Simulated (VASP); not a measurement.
# Cs2KCrTe6 (Fm-3m) in VASP: notebook

The runs below take Cs2KCrTe6 through single point, with PBE, RPBE, LDA+U.

Everything below comes from runs of VASP 6.6.1. Logs are shortened: lines on timing, memory, paths and dates and some standing lists are left out, and cuts for length are marked.

### 1 The cell of the first run

Symmetry: Fm-3m, No. 225, cubic system. Conventional cell: a = 10.713 Å, b = 10.713 Å, c = 10.713 Å, α = 90.00°, β = 90.00°, γ = 90.00°. K (site symmetry m-3m) has 6 Te at 3.05 Å within 4.0 Å. Cr (site symmetry m-3m) has 6 Te at 2.30 Å within 3.0 Å. Within 3.1 Å of Te (site symmetry 4mm) lie 1 Cr at 2.30 Å and 1 K at 3.05 Å. Within 5.0 Å of Cs (site symmetry -43m) lie 12 Te at 3.81 Å and 4 K at 4.64 Å and 4 Cr at 4.64 Å.

### 2 Single point, PBE

Contents of INCAR:

```
PREC = Accurate
ENCUT = 520
EDIFF = 1E-7
ISMEAR = 1
SIGMA = 0.0199
LREAL = False
LASPH = True
NELM = 100
ALGO = Normal
ISIF = 2
LWAVE = False
LCHARG = False
GGA = PE
NBANDS = 48
```

Contents of KPOINTS:

```
regular mesh
0
Gamma
  3 3 3
```

Contents of POSCAR:

```
Cs2KCrTe6
1.0
    0.0000000000      5.3562760000      5.3562760000
    5.3562760000      0.0000000000      5.3562760000
    5.3562760000      5.3562760000      0.0000000000
K Cr Te Cs
1 1 6 2
Direct
    0.5000000000      0.5000000000      0.5000000000
    0.0000000000      0.0000000000      0.0000000000
    0.7850000000      0.2150000000      0.2150000000
    0.2150000000      0.7850000000      0.2150000000
    0.2150000000      0.7850000000      0.7850000000
    0.7850000000      0.2150000000      0.7850000000
    0.2150000000      0.2150000000      0.7850000000
    0.7850000000      0.7850000000      0.2150000000
    0.2500000000      0.2500000000      0.2500000000
    0.7500000000      0.7500000000      0.7500000000
```

Potentials or basis: VASP PAW PBE potentials, release 64 (K_sv, Cr_pv, Te, Cs_sv).

On the command line:

```bash
cat potpaw_PBE.64/K_sv/POTCAR potpaw_PBE.64/Cr_pv/POTCAR potpaw_PBE.64/Te/POTCAR potpaw_PBE.64/Cs_sv/POTCAR > POTCAR
mpirun -np 1 vasp_std > vasp.out
```

OUTCAR:

```text
PREC = Accurate
   ENCUT = 520
   EDIFF = 1E-7
   ISMEAR = 1
   LREAL = False
   LASPH = True
   NELM = 100
   ISIF = 2
   GGA = PE

 ion  position               nearest neighbor table
   1  0.500  0.500  0.500-   3 3.05   4 3.05   5 3.05   6 3.05   7 3.05   8 3.05
   2  0.000  0.000  0.000-   3 2.30   4 2.30   5 2.30   6 2.30   7 2.30   8 2.30
   3  0.785  0.215  0.215-   2 2.30   1 3.05   4 3.26   6 3.26   7 3.26   8 3.26
   4  0.215  0.785  0.215-   2 2.30   1 3.05   3 3.26   5 3.26   7 3.26   8 3.26
   5  0.215  0.785  0.785-   2 2.30   1 3.05   4 3.26   6 3.26   7 3.26   8 3.26
   6  0.785  0.215  0.785-   2 2.30   1 3.05   3 3.26   5 3.26   7 3.26   8 3.26
   7  0.215  0.215  0.785-   2 2.30   1 3.05   3 3.26   4 3.26   5 3.26   6 3.26
   8  0.785  0.785  0.215-   2 2.30   1 3.05   3 3.26   4 3.26   5 3.26   6 3.26
   9  0.250  0.250  0.250-
  10  0.750  0.750  0.750-

  LATTYP: Found a face centered cubic cell.
 ALAT       =    10.7125520000

  Lattice vectors:

 A1 = (   0.0000000000,   5.3562760000,   5.3562760000)
 A2 = (   5.3562760000,   0.0000000000,   5.3562760000)
 A3 = (   5.3562760000,   5.3562760000,   0.0000000000)

Analysis of symmetry for initial positions (statically):
=====================================================================
 Subroutine PRICEL returns:
 Original cell was already a primitive cell.

 Routine SETGRP: Setting up the symmetry group for a
 face centered cubic supercell.

 Subroutine GETGRP returns: Found 48 space group operations
 (whereof 48 operations were pure point group operations)
 out of a pool of 48 trial point group operations.

The static configuration has the point symmetry O_h .

Analysis of symmetry for dynamics (positions and initial velocities):
=====================================================================
 Subroutine PRICEL returns:
 Original cell was already a primitive cell.

 Routine SETGRP: Setting up the symmetry group for a
 face centered cubic supercell.

 Subroutine GETGRP returns: Found 48 space group operations
 (whereof 48 operations were pure point group operations)
 out of a pool of 48 trial point group operations.

The dynamic configuration has the point symmetry O_h .

 Subroutine INISYM returns: Found 48 space group operations
 (whereof 48 operations are pure point group operations),
 and found     1 'primitive' translations

----------------------------------------------------------------------------------------

                                     Primitive cell

  volume of cell :     307.3398

  direct lattice vectors                    reciprocal lattice vectors
     0.000000000  5.356276000  5.356276000    -0.093348438  0.093348438  0.093348438
     5.356276000  0.000000000  5.356276000     0.093348438 -0.093348438  0.093348438
     5.356276000  5.356276000  0.000000000     0.093348438  0.093348438 -0.093348438

  length of vectors
     7.574918163  7.574918163  7.574918163     0.161684238  0.161684238  0.161684238

  position of ions in fractional coordinates (direct lattice)
     0.500000000  0.500000000  0.500000000
     0.000000000  0.000000000  0.000000000
     0.785000000  0.215000000  0.215000000
     0.215000000  0.785000000  0.215000000
     0.215000000  0.785000000  0.785000000
     0.785000000  0.215000000  0.785000000
     0.215000000  0.215000000  0.785000000
     0.785000000  0.785000000  0.215000000
     0.250000000  0.250000000  0.250000000
     0.750000000  0.750000000  0.750000000

  ion indices of the primitive-cell ions
   primitive index   ion index
                 1           1
                 2           2
                 3           3
                 4           4
                 5           5
                 6           6
                 7           7
                 8           8
                 9           9
                10          10

----------------------------------------------------------------------------------------

 KPOINTS: regular mesh

Automatic generation of k-mesh.
 Grid dimensions read from file:
 generate k-points for:    3    3    3

 Generating k-lattice:

  Cartesian coordinates                     Fractional coordinates (reciprocal lattice)
    -0.031116146  0.031116146  0.031116146     0.333333333  0.000000000  0.000000000
     0.031116146 -0.031116146  0.031116146     0.000000000  0.333333333  0.000000000
     0.031116146  0.031116146 -0.031116146     0.000000000  0.000000000  0.333333333

  Length of vectors
     0.053894746  0.053894746  0.053894746

  Shift w.r.t. Gamma in fractional coordinates (k-lattice)
     0.000000000  0.000000000  0.000000000

 Subroutine IBZKPT returns following result:
 ===========================================

 Found      4 irreducible k-points:

 Following reciprocal coordinates:
            Coordinates               Weight
  0.000000  0.000000  0.000000      1.000000
  0.333333  0.000000  0.000000      8.000000
  0.333333  0.333333  0.000000      6.000000
 -0.333333  0.333333  0.000000     12.000000
   k-points           NKPTS =      4   k-points in BZ     NKDIM =      4   number of bands    NBANDS=     48
   number of dos      NEDOS =    301   number of ions     NIONS =     10
   total plane-waves  NPLWV = 175616
   dimension x,y,z NGX =    56 NGY =   56 NGZ =   56
   dimension x,y,z NGXF=   112 NGYF=  112 NGZF=  112
   ions per type =               1   1   6   2
   NGX,Y,Z   is equivalent  to a cutoff of  12.29, 12.29, 12.29 a.u.
   NGXF,Y,Z  is equivalent  to a cutoff of  24.58, 24.58, 24.58 a.u.
 SYSTEM =  unknown system
   PREC   = accura    normal or accurate (medium, high low for compatibility)
   ISTART =      0    job   : 0-new  1-cont  2-samecut
   ICHARG =      2    charge: 1-file 2-atom 10-const
   ISPIN  =      1    spin polarized calculation?
   LNONCOLLINEAR =      F non collinear calculations
   LSORBIT =      F    spin-orbit coupling
   LASPH  =      T    aspherical Exc in radial PAW
   ENCUT  =  520.0 eV  38.22 Ry    6.18 a.u.  14.08 14.08 14.08*2*pi/ulx,y,z
   NELM   =    100;   NELMIN=  2; NELMDL= -5     # of ELM steps
   EDIFF  = 0.1E-06   stopping-criterion for ELM
   LREAL  =      F    real-space projection
   EDIFFG = 0.1E-05   stopping-criterion for IOM
   NSW    =      0    number of steps for IOM
   IBRION =     -1    ionic relax: 0-MD 1-quasi-New 2-CG
   NFREE  =      0    steps in history (QN), initial steepest desc. (CG)
   ISIF   =      2    stress and relaxation
   ISYM   =      2    0-nonsym 1-usesym 2-fastsym
   POTIM  = 0.5000    time-step for ionic-motion
   TEBEG  =    0.0;   TEEND  =   0.0 temperature during run
   PSTRESS=    0.0 pullay stress
   NELECT =      75.0000    total number of electrons
   NUPDOWN=      -1.0000    fix difference up-down
   EMIN   =  10.00;   EMAX   =-10.00  energy-range for DOS
   EFERMI =   0.00;   METHOD = LEGACY
   ISMEAR =     1;   SIGMA  =   0.02  broadening in eV -4-tet -1-fermi 0-gaus
   EFERMI_NEDOS =   21; number of points for ismear=-14 and -15
   IALGO  =     38    algorithm
   IMIX   =      4    mixing-type and parameters
     AMIX     =   0.40;   BMIX     =  1.00
     AMIX_MAG =   1.60;   BMIX_MAG =  1.00
  volume/ion in A,a.u.               =      30.73       207.40
  Fermi-wavevector in a.u.,A,eV,Ry     =   1.023031  1.933249 14.239766  1.046593
  Thomas-Fermi vector in A             =   2.156743
   LORBIT       =      0    0 simple, 1 ext, 2 COOP (PROOUT), +10 PAW based schemes
   GGA     = PE    functional components
   LHFCALC =     F    Hartree Fock is set to
   AEXX    =    0.0000 exact exchange contribution
   IVDW    =     0    specifies the selected vdW correction
   LEPSILON=     F    determine dielectric tensor
   LRPA    =     F    only Hartree local field effects (RPA)
 non-spin polarized calculation
 Methfessel and Paxton  Order N= 1 SIGMA  =   0.02
  energy-cutoff  :      520.00
  volume of cell :      307.34
 maximum number of plane-waves:      8363
   NGX = 29   NGY = 29   NGZ = 29

 number of electron      75.0000007 magnetization

 Free energy of the ion-electron system (eV)
  ---------------------------------------------------
  ext. energy  EPLUGINS =         0.00000000
  ---------------------------------------------------
  free energy    TOTEN  =       -28.73809043 eV

  energy without entropy =      -28.73517016  energy(sigma->0) =      -28.73711701

 E-fermi :   5.1505     XC(G=0):  -9.2874

 val. band max:        5.1320512882   @ k =   0.3333   0.3333   0.0000
 cond. band min:       5.1563259109   @ k =   0.3333   0.0000   0.0000
 fundamental gap:      0.0242746227
 Fermi energy:         5.1504784707

 k-point     1 :       0.0000    0.0000    0.0000
  band No.  band energies     occupation
      1     -37.9606      2.00000
      2     -37.9606      2.00000
      3     -37.9606      2.00000
      4     -24.6593      2.00000
      5     -16.2122      2.00000
      6     -16.1945      2.00000
[... 40 lines left out ...]
     47       8.7793      0.00000
     48       8.7793      0.00000

 k-point     2 :       0.3333    0.0000    0.0000
  band No.  band energies     occupation
      1     -37.9606      2.00000
      2     -37.9606      2.00000
      3     -37.9606      2.00000
      4     -24.6592      2.00000
      5     -16.2073      2.00000
      6     -16.1984      2.00000
[... 40 lines left out ...]
     47       9.0338      0.00000
     48       9.2185      0.00000

 k-point     3 :       0.3333    0.3333    0.0000
  band No.  band energies     occupation
      1     -37.9606      2.00000
      2     -37.9606      2.00000
      3     -37.9606      2.00000
      4     -24.6592      2.00000
      5     -16.2071      2.00000
      6     -16.1983      2.00000
[... 40 lines left out ...]
     47       9.8000      0.00000
     48       9.8296      0.00000

 k-point     4 :      -0.3333    0.3333    0.0000
  band No.  band energies     occupation
      1     -37.9606      2.00000
      2     -37.9606      2.00000
      3     -37.9606      2.00000
      4     -24.6592      2.00000
      5     -16.2025      2.00000
      6     -16.2025      2.00000
[... 40 lines left out ...]
     47       9.9972      0.00000
     48      10.3992      0.00000

------------------------ aborting loop because EDIFF is reached ----------------------------------------

  FORCE on cell =-STRESS in cart. coord.  units (eV):
  Direction    XX          YY          ZZ          XY          YZ          ZX
  --------------------------------------------------------------------------------------
  -------------------------------------------------------------------------------------
  Total       29.5441272     29.5441272     29.5441272      0.0000000      0.0000000     -0.0000000
  in kB      154.0149605    154.0149605    154.0149605      0.0000000      0.0000000     -0.0000000
  external PRESSURE =     154.0149605 kB  Pullay stress =       0.0000000 kB

 VOLUME and BASIS-vectors are now :
 -----------------------------------------------------------------------------
  energy-cutoff  :      520.00
  volume of cell :      307.34
      direct lattice vectors                 reciprocal lattice vectors
     0.000000000  5.356276000  5.356276000    -0.093348438  0.093348438  0.093348438
     5.356276000  0.000000000  5.356276000     0.093348438 -0.093348438  0.093348438
     5.356276000  5.356276000  0.000000000     0.093348438  0.093348438 -0.093348438

 POSITION                                       TOTAL-FORCE (eV/Angst)
 -----------------------------------------------------------------------------------
      5.35628      5.35628      5.35628        -0.000000     -0.000000     -0.000000
      0.00000      0.00000      0.00000        -0.000000     -0.000000     -0.000000
      2.30320      5.35628      5.35628         4.409272     -0.000000     -0.000000
      5.35628      2.30320      5.35628        -0.000000      4.409272     -0.000000
      8.40935      5.35628      5.35628        -4.409272     -0.000000     -0.000000
      5.35628      8.40935      5.35628        -0.000000     -4.409272     -0.000000
      5.35628      5.35628      2.30320        -0.000000     -0.000000      4.409272
      5.35628      5.35628      8.40935        -0.000000     -0.000000     -4.409272
      2.67814      2.67814      2.67814         0.000000      0.000000      0.000000
      8.03441      8.03441      8.03441        -0.000000     -0.000000     -0.000000
 -----------------------------------------------------------------------------------
    total drift:                                0.000000     -0.000000      0.000000

  FREE ENERGIE OF THE ION-ELECTRON SYSTEM (eV)
  ---------------------------------------------------
  free  energy   TOTEN  =       -28.7380904299 eV

  energy  without entropy=      -28.7351701599  energy(sigma->0) =      -28.73711701
```

It took 6 min on 1 thread of Intel Xeon 8259CL, shared host; peak memory 0.47 GiB.

Results:

* Free energy: -28.7381 eV
* Pressure: 15.4 GPa
* Largest force: 4.409 eV/Å
* Band gap on the k mesh: zero (an odd number of electrons rules out a gap without spin polarisation)

Forces on the atoms (eV/Å):
```
K    0.000  0.000  0.000
Cr   0.000  0.000  0.000
Te   4.409  0.000  0.000
Te   0.000  4.409  0.000
Te  -4.409  0.000  0.000
Te   0.000 -4.409  0.000
Te   0.000  0.000  4.409
Te   0.000  0.000 -4.409
Cs   0.000  0.000  0.000
Cs   0.000  0.000  0.000
```

Caveat: the cell stands under pressure; spin-orbit coupling is left out, which moves the levels of the heavy elements; the run has no spin polarisation, though such a crystal can be magnetic; forces of over 1 eV/Å act on the atoms, so gaps and moduli don't describe the material at rest. Spin polarisation is off, so any magnetic state and its effect on volume and gap are missing.

### 3 Single point, RPBE

Contents of INCAR:

```
PREC = Accurate ; ENCUT = 520
EDIFF = 1E-6 ; ISMEAR = 1
SIGMA = 0.0199 ; LREAL = F
LASPH = T ; NELM = 80
ALGO = Normal ; ISIF = 2
LWAVE = F ; LCHARG = F
GGA = RP ; NBANDS = 48
```

Contents of KPOINTS:

```
Automatic mesh
0
Gamma
  3 3 3
```

POSCAR is that of step 2.

Potentials or basis: VASP PAW PBE potentials, release 64 (K_sv, Cr_pv, Te, Cs_sv).

On the command line:

```bash
cat potpaw_PBE.64/K_sv/POTCAR potpaw_PBE.64/Cr_pv/POTCAR potpaw_PBE.64/Te/POTCAR potpaw_PBE.64/Cs_sv/POTCAR > POTCAR
mpirun -np 1 vasp_std > vasp.out
```

It took 5.6 min on 1 thread of Intel Xeon 8259CL, shared host; peak memory 0.48 GiB.

Results (log left out):

```
Free energy            : -24.7703 eV
Pressure               : 17.2 GPa
Largest force          : 4.500 eV/Å
Band gap on the k mesh : zero (an odd number of electrons rules out a gap without spin polarisation)
```

Forces on the atoms (eV/Å):
```
K    0.000  0.000  0.000
Cr   0.000  0.000  0.000
Te   4.500  0.000  0.000
Te   0.000  4.500  0.000
Te  -4.500  0.000  0.000
Te   0.000 -4.500  0.000
Te   0.000  0.000  4.500
Te   0.000  0.000 -4.500
Cs   0.000  0.000  0.000
Cs   0.000  0.000  0.000
```

Levels at points of the mesh, in eV from the Fermi level:
```
           k point  band 33  band 34  band 35  band 36  band 37  band 38  band 39  band 40  band 41  band 42
(0.00, 0.00, 0.00)    -1.13    -0.13    -0.13    -0.13     0.52     0.52     0.52     0.97     0.97     0.97
```

Caveat: the cell stands under pressure; the PAW data sets were made with another functional, which shifts forces and pressure a little; spin-orbit coupling is left out, which moves the levels of the heavy elements; the run has no spin polarisation, though such a crystal can be magnetic. Spin polarisation is off, so any magnetic state and its effect on volume and gap are missing.

### 4 Single point, LDA+U

Contents of INCAR:

```
SYSTEM = Cs2KCrTe6
PREC = Accurate ; ENCUT = 520
EDIFF = 1E-7 ; ISMEAR = 1
SIGMA = 0.01 ; LREAL = .False.
LASPH = .True. ; NELM = 150
ALGO = Normal ; ISIF = 2
LWAVE = .False. ; LCHARG = .False.
LMAXMIX = 4 ; LDAU = .True.
LDAUTYPE = 2 ; LDAUL = -1 2 -1 -1
LDAUU = 0 4 0 0 ; LDAUJ = 0 0 0 0
LDAUPRINT = 1 ; GGA = CA
NBANDS = 48
```

Contents of KPOINTS:

```
regular mesh
0
Gamma
  3 3 3
  0 0 0
```

POSCAR is that of step 3.

Potentials or basis: VASP PAW LDA potentials, release 64 (K_sv, Cr_pv, Te, Cs_sv).

On the command line:

```bash
cat potpaw_LDA.64/K_sv/POTCAR potpaw_LDA.64/Cr_pv/POTCAR potpaw_LDA.64/Te/POTCAR potpaw_LDA.64/Cs_sv/POTCAR > POTCAR
mpirun -np 1 vasp_std > vasp.out
```

Wall time 4.2 min (1 thread of Intel Xeon 8259CL, shared host); peak memory 0.38 GiB.

Results (log left out):

```
Free energy            : -31.1157 eV
Pressure               : 11.1 GPa
Largest force          : 3.981 eV/Å
Band gap on the k mesh : zero (an odd number of electrons rules out a gap without spin polarisation)
```

Forces on the atoms (eV/Å):
```
K    0.000  0.000  0.000
Cr   0.000  0.000  0.000
Te   3.981  0.000  0.000
Te   0.000  3.981  0.000
Te  -3.981  0.000  0.000
Te   0.000 -3.981  0.000
Te   0.000  0.000  3.981
Te   0.000  0.000 -3.981
Cs   0.000  0.000  0.000
Cs   0.000  0.000  0.000
```

Levels at points of the mesh, in eV from the Fermi level:
```csv
k point,band 34,band 35,band 36,band 37,band 38,band 39,band 40,band 41
"(0.00, 0.00, 0.00)",-0.12,-0.12,-0.12,0.48,0.48,0.48,0.96,0.96
```

Eigenvalues of the final occupation matrices:
| site | spin | trace | eigenvalues |
| --- | --- | --- | --- |
| site 2 d | 1 | 2.40 | 0.43 0.43 0.43 0.56 0.56 |
| site 2 d | 2 | 2.40 | 0.43 0.43 0.43 0.56 0.56 |

Caveat: the cell stands under pressure; spin-orbit coupling is left out, which moves the levels of the heavy elements; the run has no spin polarisation, though such a crystal can be magnetic; U without spin polarisation on a metal has little footing; the U is typed as a test and isn't derived for this compound; forces of over 1 eV/Å act on the atoms, so gaps and moduli don't describe the material at rest.

### 5 Summary

| level | potentials or basis | U | smearing | gap on the mesh (eV) | pressure (GPa) | largest force (eV/Å) |
| --- | --- | --- | --- | --- | --- | --- |
| PBE | VASP PAW PBE potentials, release 64 (K_sv, Cr_pv, Te, Cs_sv) | - | methfessel-paxton 0.0199 eV | none | 15.4 | 4.41 |
| RPBE | VASP PAW PBE potentials, release 64 (K_sv, Cr_pv, Te, Cs_sv) | - | methfessel-paxton 0.0199 eV | none | 17.2 | 4.50 |
| LDA+U | VASP PAW LDA potentials, release 64 (K_sv, Cr_pv, Te, Cs_sv) | Cr d U = 4.0 eV | methfessel-paxton 0.01 eV | none | 11.1 | 3.98 |

Alike in all rows: task single point; no spin polarisation; cell as given; k mesh 3 × 3 × 3; cutoff (eV) 520.

Caveats: the cell stands under pressure; spin-orbit coupling is left out, which moves the levels of the heavy elements; the run has no spin polarisation, though such a crystal can be magnetic; forces of over 1 eV/Å act on the atoms, so gaps and moduli don't describe the material at rest (at least some runs); the PAW data sets were made with another functional, which shifts forces and pressure a little (at least some runs); U without spin polarisation on a metal has little footing (at least some runs); the U is typed as a test and isn't derived for this compound (at least some runs).

Absolute energies hang on the potentials; compare differences alone.
